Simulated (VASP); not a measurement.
Here is a VASP 6.6.1 calculation.

INCAR

```
SYSTEM = H4C3O2
ALGO = Normal
EDIFF = 1E-6
ENCUT = 520
GGA = PE
ISIF = 2
ISMEAR = -1
LASPH = .True.
LCHARG = .False.
LREAL = Auto
LWAVE = .False.
NBANDS = 80
NELM = 80
PREC = Accurate
SIGMA = 0.05
```

Contents of KPOINTS:

```
k-points
0
Gamma
  1 1 1
  0 0 0
```

The input POSCAR:

```
H4C3O2
1.0
    8.6677180000      0.0000000000      0.0000000000
    0.0000000000      8.6677180000      0.0000000000
    0.0000000000      0.0000000000      8.6677180000
C O H
12 8 16
Direct
    0.5011584364      0.9926488148      0.8869231786
    0.5412266527      0.2915877051      0.4723503926
    0.9401205715      0.4765729573      0.1474321154
    0.9050479030      0.4335166419      0.6850245936
    0.4849142531      0.7466901900      0.3078895737
    0.3482462166      0.6903431791      0.2597338769
    0.8638952029      0.9725166416      0.9060977757
    0.8300454629      0.8711174037      0.7928153639
    0.1143438215      0.0126792311      0.4948130523
    0.1622572400      0.0589197757      0.3586180353
    0.4076505489      0.3504728696      0.8543655897
    0.5233211325      0.3603947429      0.9488887387
    0.4857564586      1.0118349489      1.0194609469
    0.5077460988      0.9762892609      0.7508204582
    0.6104605618      0.2047597764      0.5459683852
    0.4641129303      0.3772388534      0.3957327638
    0.8346487507      0.5449877349      0.0884431173
    1.0317709921      0.4176070334      0.2209001262
    1.0033898196      0.4027242234      0.7707565013
    0.8295032210      0.4766883279      0.5809718313
    0.5966622357      0.6903085680      0.3330749801
    0.4991048394      0.8706443841      0.3187805602
    0.3100008561      0.5705884755      0.2497081700
    0.2552113486      0.7747367877      0.2442280656
    0.9114740466      0.9446430998      1.0219068041
    0.8350986961      1.0922944194      0.8713596820
    0.8349948625      0.7422714952      0.8101671051
    0.7910155822      0.9113125277      0.6836170720
    0.0021689677      0.0455598579      0.5406728738
    0.1766439563     -0.0678956099      0.5622587168
    0.0805056187      0.1223159314      0.2843885784
    0.2825311114      0.0357995034      0.3177076135
    0.4148958238      0.2728745905      0.7497013632
    0.2965371047      0.4050893211      0.8768397864
    0.6297389924      0.2907570366      0.9371555466
    0.5226173717      0.4387198568      1.0458000595
```

Potentials or basis: VASP PAW PBE potentials, release 64 (C, O, H).

Launch:

```sh
$ cat potpaw_PBE.64/C/POTCAR potpaw_PBE.64/O/POTCAR potpaw_PBE.64/H/POTCAR > POTCAR
$ mpirun -np 1 vasp_gam > vasp.out
```

(1) Estimate the band gap on the k mesh.

(2) What does it give for the pressure?

Answers

(1) 4.28 eV.

(2) 0.5 GPa.

Caveat: the k points lie up to 0.72 Å⁻¹ apart; the atoms stand as in a frame of molecular dynamics.
